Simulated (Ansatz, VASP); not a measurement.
## One calculation of Ru, two programs

Contents of INCAR:

```
PREC = Accurate
ENCUT = 520
EDIFF = 1E-6
ISMEAR = 0
SIGMA = 0.15
LREAL = F
LASPH = T
NELM = 80
ALGO = Fast
ISIF = 2
LWAVE = F
LCHARG = F
GGA = PE
NBANDS = 21
```

KPOINTS

```
Automatic mesh
0
Gamma
  24 24 12
```

The input POSCAR:

```
Ru
1.0
    2.7057993342      0.0000000000      0.0000000000
   -1.3528996671      2.3432909610      0.0000000000
    0.0000000000      0.0000000000      4.2819000000
Ru
2
Direct
    0.3973458706      0.7946917412      0.2500000000
    0.6666666667      0.3333333333      0.7500000000
```

Input for Ansatz:

```yaml
crystal:
  lattice:
    - [2.7057993342, 0.0, 0.0]
    - [-1.3528996671, 2.343290961, 0.0]
    - [0.0, 0.0, 4.2819]
  atoms:
    - { symbol: Ru, position: [0.3973458706, 0.7946917412, 0.25] }
    - { symbol: Ru, position: [0.6666666667, 0.3333333333, 0.75] }
basis:
  ecutwfc: 420
kpoints:
  mp_grid: { grid: [24, 24, 12] }
hamiltonian:
  xc: pbe
scf:
  occupations: { method: gaussian, width: 0.15 }
output:
  forces: true
  stress: true
  eigenvalues: true
```

Alike in both runs: task single point; functional PBE; k mesh 24 × 24 × 12; occupations gaussian, width 0.15 eV; no spin polarisation.

|  | VASP | Ansatz |
| --- | --- | --- |
| version | VASP 6.6.1 | Ansatz 0.2.0 |
| potentials or method | VASP PAW PBE potentials, release 64 (Ru_pv), cutoff 520 eV | scalar-relativistic, plane waves, PAW |
| valence electrons in the cell | 28 | 32 |

Ansatz gave:

* gap on the k mesh at the Fermi level (eV): none
* pressure (GPa): 9.1
* traceless stress, the component that is largest in VASP (GPa): -7.25
* rms of the force components (eV/Å): 1.054

Estimate VASP's values.

gap on the k mesh at the Fermi level (eV): none; pressure (GPa): 9.1; traceless stress, the component that is largest in VASP (GPa): -7.34; rms of the force components (eV/Å): 1.058.

Atom by atom the forces differ by 0.004 eV/Å (rms over components). A gap of «none» marks a metal or a gap that the smearing closes. VASP's potentials hold 28 valence electrons a cell and Ansatz's 32, so a difference there can come from the potentials and not from the codes.
